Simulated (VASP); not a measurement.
# Bi2Te in VASP: further runs

Runs on Bi2Te. Level: PBEsol. Tasks: single point.

Everything below comes from runs of VASP 6.6.1. Logs are shortened: lines on timing, memory, paths and dates and some standing lists are left out, and cuts for length are marked.

## 1. The cell of the first run

The typed cell holds 6 atoms: a = 6.781 Å, b = 6.781 Å, c = 6.781 Å, α = 102.11°, β = 102.11°, γ = 125.49°.

## 2. Single point, PBEsol (37.61 Å³/atom)

INCAR

```
SYSTEM = Bi2Te
  ALGO = Fast
  EDIFF = 1E-7
  ENCUT = 520
  GGA = PS
  ISIF = 2
  ISMEAR = 0
  LASPH = .True.
  LCHARG = .False.
  LREAL = .False.
  LWAVE = .False.
  NBANDS = 45
  NELM = 80
  PREC = Accurate
  SIGMA = 0.1
```

KPOINTS

```
k-points
0
Gamma
  8 8 8
  0 0 0
```

POSCAR

```
Bi2Te
1.0
   -4.2623650405      4.2623650405      3.1054819193
    4.2623650405     -4.2623650405      3.1054819193
    4.2623650405      4.2623650405     -3.1054819193
Bi Te
4 2
Direct
    0.3750000000      0.6250128616      0.7500128616
    0.8750000000      0.6249871384      0.2499871384
    0.3749871384      0.1250000000      0.7499871384
    0.3750128616      0.6250000000      0.2500128616
    0.0000000000      0.0000000000      0.0000000000
    0.7500000000      0.2500000000      0.5000000000
```

Potentials or basis: VASP PAW PBE potentials, release 64 (Bi_d, Te).

On the command line:

```sh
cat potpaw_PBE.64/Bi_d/POTCAR potpaw_PBE.64/Te/POTCAR > POTCAR
mpirun -np 1 vasp_std > vasp.out
```

OUTCAR:

```text
SYSTEM = Bi2Te
   EDIFF = 1E-7
   ENCUT = 520
   GGA = PS
   ISIF = 2
   ISMEAR = 0
   LASPH = .True.
   LREAL = .False.
   NELM = 80
   PREC = Accurate

 ion  position               nearest neighbor table
   1  0.375  0.625  0.750-   5 3.16   6 3.16   4 3.39   4 3.39   3 3.39   3 3.39
   2  0.875  0.625  0.250-   5 3.16   6 3.16   4 3.39   4 3.39   3 3.39   3 3.39
   3  0.375  0.125  0.750-   6 3.16   5 3.16   1 3.39   2 3.39   1 3.39   2 3.39
   4  0.375  0.625  0.250-   6 3.16   5 3.16   2 3.39   1 3.39   1 3.39   2 3.39
   5  0.000  0.000  0.000-   2 3.16   1 3.16   3 3.16   4 3.16
   6  0.750  0.250  0.500-   3 3.16   4 3.16   1 3.16   2 3.16

  LATTYP: Found a body centered tetragonal cell.
 ALAT       =     8.5247300810
 C/A-ratio  =     0.7285818764

  Lattice vectors:

 A1 = (  -4.2623650405,   4.2623650405,   3.1054819193)
 A2 = (   4.2623650405,  -4.2623650405,   3.1054819193)
 A3 = (   4.2623650405,   4.2623650405,  -3.1054819193)

Analysis of symmetry for initial positions (statically):
=====================================================================
 Subroutine PRICEL returns:
 Original cell was already a primitive cell.

 Routine SETGRP: Setting up the symmetry group for a
 body centered tetragonal supercell.

 Subroutine GETGRP returns: Found  8 space group operations
 (whereof  4 operations were pure point group operations)
 out of a pool of 16 trial point group operations.

The static configuration has the point symmetry S_4 .
 The point group associated with its full space group is D_2d.

Analysis of symmetry for dynamics (positions and initial velocities):
=====================================================================
 Subroutine PRICEL returns:
 Original cell was already a primitive cell.

 Routine SETGRP: Setting up the symmetry group for a
 body centered tetragonal supercell.

 Subroutine GETGRP returns: Found  8 space group operations
 (whereof  4 operations were pure point group operations)
 out of a pool of 16 trial point group operations.

The dynamic configuration has the point symmetry S_4 .
 The point group associated with its full space group is D_2d.

 Subroutine INISYM returns: Found  8 space group operations
 (whereof  4 operations are pure point group operations),
 and found     1 'primitive' translations

----------------------------------------------------------------------------------------

                                     Primitive cell

  volume of cell :     225.6785

  direct lattice vectors                    reciprocal lattice vectors
    -4.262365040  4.262365040  3.105481919     0.000000000  0.117305767  0.161005607
     4.262365040 -4.262365040  3.105481919     0.117305767  0.000000000  0.161005607
     4.262365040  4.262365040 -3.105481919     0.117305767  0.117305767  0.000000000

  length of vectors
     6.780820705  6.780820705  6.780820705     0.199207049  0.199207049  0.165895407

  position of ions in fractional coordinates (direct lattice)
     0.375000000  0.625012862  0.750012862
     0.875000000  0.624987138  0.249987138
     0.374987138  0.125000000  0.749987138
     0.375012862  0.625000000  0.250012862
     0.000000000  0.000000000  0.000000000
     0.750000000  0.250000000  0.500000000

  ion indices of the primitive-cell ions
   primitive index   ion index
                 1           1
                 2           2
                 3           3
                 4           4
                 5           5
                 6           6

----------------------------------------------------------------------------------------

 KPOINTS: k-points

Automatic generation of k-mesh.
 Grid dimensions read from file:
 generate k-points for:    8    8    8

 Generating k-lattice:

  Cartesian coordinates                     Fractional coordinates (reciprocal lattice)
     0.000000000  0.014663221  0.020125701     0.125000000  0.000000000  0.000000000
     0.014663221  0.000000000  0.020125701     0.000000000  0.125000000  0.000000000
     0.014663221  0.014663221  0.000000000     0.000000000  0.000000000  0.125000000

  Length of vectors
     0.024900881  0.024900881  0.020736926

  Shift w.r.t. Gamma in fractional coordinates (k-lattice)
     0.000000000  0.000000000  0.000000000

 Subroutine IBZKPT returns following result:
 ===========================================

 Found     59 irreducible k-points:

 Following reciprocal coordinates:
            Coordinates               Weight
  0.000000  0.000000  0.000000      1.000000
  0.125000  0.000000  0.000000      8.000000
  0.250000  0.000000  0.000000      8.000000
  0.375000  0.000000  0.000000      8.000000
  0.500000  0.000000  0.000000      4.000000
  0.125000  0.125000  0.000000      8.000000
[... 16 lines left out ...]
  0.250000  0.125000  0.125000     16.000000
  0.375000  0.125000  0.125000      8.000000
 [... further k-points ...]
   k-points           NKPTS =     59   k-points in BZ     NKDIM =     59   number of bands    NBANDS=     45
   number of dos      NEDOS =    301   number of ions     NIONS =      6
   total plane-waves  NPLWV = 125000
   dimension x,y,z NGX =    50 NGY =   50 NGZ =   50
   dimension x,y,z NGXF=   100 NGYF=  100 NGZF=  100
   ions per type =               4   2
   NGX,Y,Z   is equivalent  to a cutoff of  12.26, 12.26, 12.26 a.u.
   NGXF,Y,Z  is equivalent  to a cutoff of  24.52, 24.52, 24.52 a.u.
 SYSTEM =  Bi2Te
   PREC   = accura    normal or accurate (medium, high low for compatibility)
   ISTART =      0    job   : 0-new  1-cont  2-samecut
   ICHARG =      2    charge: 1-file 2-atom 10-const
   ISPIN  =      1    spin polarized calculation?
   LNONCOLLINEAR =      F non collinear calculations
   LSORBIT =      F    spin-orbit coupling
   LASPH  =      T    aspherical Exc in radial PAW
   ENCUT  =  520.0 eV  38.22 Ry    6.18 a.u.  12.61 12.61 12.61*2*pi/ulx,y,z
   NELM   =     80;   NELMIN=  2; NELMDL= -5     # of ELM steps
   EDIFF  = 0.1E-06   stopping-criterion for ELM
   LREAL  =      F    real-space projection
   EDIFFG = 0.1E-05   stopping-criterion for IOM
   NSW    =      0    number of steps for IOM
   IBRION =     -1    ionic relax: 0-MD 1-quasi-New 2-CG
   NFREE  =      0    steps in history (QN), initial steepest desc. (CG)
   ISIF   =      2    stress and relaxation
   ISYM   =      2    0-nonsym 1-usesym 2-fastsym
   POTIM  = 0.5000    time-step for ionic-motion
   TEBEG  =    0.0;   TEEND  =   0.0 temperature during run
   PSTRESS=    0.0 pullay stress
   NELECT =      72.0000    total number of electrons
   NUPDOWN=      -1.0000    fix difference up-down
   EMIN   =  10.00;   EMAX   =-10.00  energy-range for DOS
   EFERMI =   0.00;   METHOD = LEGACY
   ISMEAR =     0;   SIGMA  =   0.10  broadening in eV -4-tet -1-fermi 0-gaus
   EFERMI_NEDOS =   21; number of points for ismear=-14 and -15
   IALGO  =     68    algorithm
   IMIX   =      4    mixing-type and parameters
     AMIX     =   0.40;   BMIX     =  1.00
     AMIX_MAG =   1.60;   BMIX_MAG =  1.00
  volume/ion in A,a.u.               =      37.61       253.83
  Fermi-wavevector in a.u.,A,eV,Ry     =   1.118636  2.113916 17.025612  1.251347
  Thomas-Fermi vector in A             =   2.255269
   LORBIT       =      0    0 simple, 1 ext, 2 COOP (PROOUT), +10 PAW based schemes
   GGA     = PS    functional components
   LHFCALC =     F    Hartree Fock is set to
   AEXX    =    0.0000 exact exchange contribution
   IVDW    =     0    specifies the selected vdW correction
   LEPSILON=     F    determine dielectric tensor
   LRPA    =     F    only Hartree local field effects (RPA)
 non-spin polarized calculation
 RMM-DIIS sequential band-by-band and
 Gauss-broadening in eV      SIGMA  =   0.10
  energy-cutoff  :      520.00
  volume of cell :      225.68
 maximum number of plane-waves:      6115
   NGX = 25   NGY = 25   NGZ = 25

 number of electron      72.0000016 magnetization

 Free energy of the ion-electron system (eV)
  ---------------------------------------------------
  ext. energy  EPLUGINS =         0.00000000
  ---------------------------------------------------
  free energy    TOTEN  =       -24.27853253 eV

  energy without entropy =      -24.26345695  energy(sigma->0) =      -24.27099474

 E-fermi :   5.0544     XC(G=0):  -9.1795

 val. band max:        5.0360707047   @ k =  -0.2500   0.5000   0.2500
 cond. band min:       5.0593532644   @ k =   0.5000   0.5000   0.5000
 fundamental gap:      0.0232825598
 Fermi energy:         5.0543990704

 k-point     1 :       0.0000    0.0000    0.0000
  band No.  band energies     occupation
      1     -17.7493      2.00000
      2     -17.7438      2.00000
      3     -17.7383      2.00000
      4     -17.7383      2.00000
      5     -17.6988      2.00000
      6     -17.6867      2.00000
[... 37 lines left out ...]
     44       9.3789      0.00000
     45      10.2825      0.00000

 k-point     2 :       0.1250    0.0000    0.0000
  band No.  band energies     occupation
      1     -17.7457      2.00000
      2     -17.7419      2.00000
      3     -17.7346      2.00000
      4     -17.7337      2.00000
      5     -17.6975      2.00000
      6     -17.6849      2.00000
[... 37 lines left out ...]
     44       9.1418      0.00000
     45      10.5184      0.00000

 k-point     3 :       0.2500    0.0000    0.0000
  band No.  band energies     occupation
      1     -17.7434      2.00000
      2     -17.7399      2.00000
      3     -17.7213      2.00000
      4     -17.7133      2.00000
      5     -17.6943      2.00000
      6     -17.6804      2.00000
[... 37 lines left out ...]
     44       9.0367      0.00000
     45       9.6861      0.00000

 k-point     4 :       0.3750    0.0000    0.0000
  band No.  band energies     occupation
      1     -17.7429      2.00000
      2     -17.7387      2.00000
      3     -17.7023      2.00000
      4     -17.6914      2.00000
      5     -17.6820      2.00000
      6     -17.6746      2.00000
[... 901 lines left out ...]
     44       9.2689      0.00000
     45       9.4852      0.00000

 k-point    23 :       0.2500    0.1250    0.1250
  band No.  band energies     occupation
      1     -17.7358      2.00000
      2     -17.7333      2.00000
      3     -17.7180      2.00000
      4     -17.6901      2.00000
      5     -17.6760      2.00000
      6     -17.6712      2.00000
[... 37 lines left out ...]
     44       8.7186      0.00000
     45      10.0122      0.00000

 k-point    24 :       0.3750    0.1250    0.1250
  band No.  band energies     occupation
      1     -17.7357      2.00000
      2     -17.7329      2.00000
      3     -17.6984      2.00000
      4     -17.6956      2.00000
      5     -17.6797      2.00000
      6     -17.6733      2.00000
[... 37 lines left out ...]
     44       8.6304      0.00000
     45      10.1207      0.00000

 [... further k-points ...]
[... 5 lines left out ...]
  --------------------------------------------------------------------------------------
  -------------------------------------------------------------------------------------
  Total       -5.0445001     -5.0445001     -5.1293615      0.0000000     -0.0000000      0.0000000
  in kB      -35.8128137    -35.8128137    -36.4152765      0.0000000     -0.0000000      0.0000000
  external PRESSURE =     -36.0136346 kB  Pullay stress =       0.0000000 kB

 VOLUME and BASIS-vectors are now :
 -----------------------------------------------------------------------------
  energy-cutoff  :      520.00
  volume of cell :      225.68
      direct lattice vectors                 reciprocal lattice vectors
    -4.262365040  4.262365040  3.105481919     0.000000000  0.117305767  0.161005607
     4.262365040 -4.262365040  3.105481919     0.117305767  0.000000000  0.161005607
     4.262365040  4.262365040 -3.105481919     0.117305767  0.117305767  0.000000000

 POSITION                                       TOTAL-FORCE (eV/Angst)
 -----------------------------------------------------------------------------------
      4.26247      2.13118      0.77637        -0.000066      0.000000     -0.000000
     -0.00011      2.13118      3.88185         0.000066     -0.000000     -0.000000
      2.13118      4.26226     -0.77637         0.000000      0.000066     -0.000000
      2.13118      0.00011      2.32911         0.000000     -0.000066     -0.000000
      0.00000      0.00000      0.00000         0.000000      0.000000      0.000000
      0.00000      4.26237      1.55274         0.000000     -0.000000      0.000000
 -----------------------------------------------------------------------------------
    total drift:                               -0.000000     -0.000000      0.000000

  FREE ENERGIE OF THE ION-ELECTRON SYSTEM (eV)
  ---------------------------------------------------
  free  energy   TOTEN  =       -24.2785325290 eV

  energy  without entropy=      -24.2634569492  energy(sigma->0) =      -24.27099474
```

Run time: 15 min. Hardware: 1 thread of Intel Xeon Platinum 8488C (Sapphire Rapids), shared host; peak memory 0.64 GiB.

What came out:

| Item | Value |
| --- | --- |
| Free energy | -24.2785 eV |
| Pressure | -3.6 GPa |
| Band gap on the k mesh | zero (bands 36 and 37 overlap by 0.22 eV) |

Levels at points of the mesh, in eV from the Fermi level:
```tsv
k point	band 33	band 34	band 35	band 36	band 37	band 38	band 39	band 40
(0.00, 0.00, 0.00)	-2.17	-1.78	-1.78	-1.16	1.91	2.43	2.43	2.97
(0.50, 0.00, 0.00)	-1.51	-0.94	-0.10	0.06	0.22	0.35	0.99	2.37
(0.50, 0.50, 0.00)	-0.90	-0.90	-0.83	-0.83	-0.05	-0.05	1.63	1.63
(0.50, 0.50, 0.50)	-0.24	-0.24	-0.19	-0.19	0.01	0.01	0.44	0.44
```

Caveat: the cell stands under tension; the PAW data sets were made with another functional, which shifts forces and pressure a little; spin-orbit coupling is left out, which moves the levels of the heavy elements.

## 3. Single point, PBEsol (35.22 Å³/atom)

This run uses another cell than the first one, of 35.22 Å³/atom.

INCAR

```
SYSTEM = Bi2Te
PREC = Accurate
ENCUT = 520
EDIFF = 1E-6
ISMEAR = 0
SIGMA = 0.1
LREAL = .False.
LASPH = .True.
NELM = 60
ALGO = Fast
ISIF = 2
LWAVE = .False.
LCHARG = .True.
GGA = PS
LELF = .True.
LVHAR = .True.
NBANDS = 45
```

KPOINTS

```
Automatic mesh
0
Gamma
  8 8 8
  0 0 0
```

POSCAR

```
Bi2Te
1.0
   -4.1353916655      4.1353916655      3.0891680225
    4.1353916655     -4.1353916655      3.0891680225
    4.1353916655      4.1353916655     -3.0891680225
Bi Te
4 2
Direct
    0.3750000000      0.6250843744      0.7500843744
    0.8750000000      0.6249156256      0.2499156256
    0.3749156256      0.1250000000      0.7499156256
    0.3750843744      0.6250000000      0.2500843744
    0.0000000000      0.0000000000      0.0000000000
    0.7500000000      0.2500000000      0.5000000000
```

Potentials or basis: VASP PAW PBE potentials, release 64 (Bi_d, Te).

On the command line:

```sh
cat potpaw_PBE.64/Bi_d/POTCAR potpaw_PBE.64/Te/POTCAR > POTCAR
mpirun -np 1 vasp_std > vasp.out
```

Run time: 10 min. Hardware: 1 thread of Intel Xeon Platinum 8259CL at 2.50GHz (Skylake/Cascade Lake), shared host; peak memory 0.63 GiB.

Results (log left out):

```
Free energy            : -24.4990 eV
Pressure               : -1.3 GPa
Band gap on the k mesh : zero (bands 36 and 37 overlap by 0.21 eV)
```

Levels at points of the mesh, in eV from the Fermi level:
| k point | band 33 | band 34 | band 35 | band 36 | band 37 | band 38 | band 39 | band 40 |
| --- | --- | --- | --- | --- | --- | --- | --- | --- |
| (0.00, 0.00, 0.00) | -2.26 | -1.99 | -1.99 | -1.16 | 2.06 | 2.57 | 2.57 | 3.15 |
| (0.50, 0.00, 0.00) | -1.56 | -0.97 | -0.11 | 0.04 | 0.15 | 0.35 | 1.03 | 2.32 |
| (0.50, 0.50, 0.00) | -0.98 | -0.98 | -0.88 | -0.88 | -0.07 | -0.07 | 1.70 | 1.70 |
| (0.50, 0.50, 0.50) | -0.25 | -0.25 | -0.14 | -0.14 | 0.03 | 0.03 | 0.52 | 0.52 |

Caveat: the PAW data sets were made with another functional, which shifts forces and pressure a little; spin-orbit coupling is left out, which moves the levels of the heavy elements.
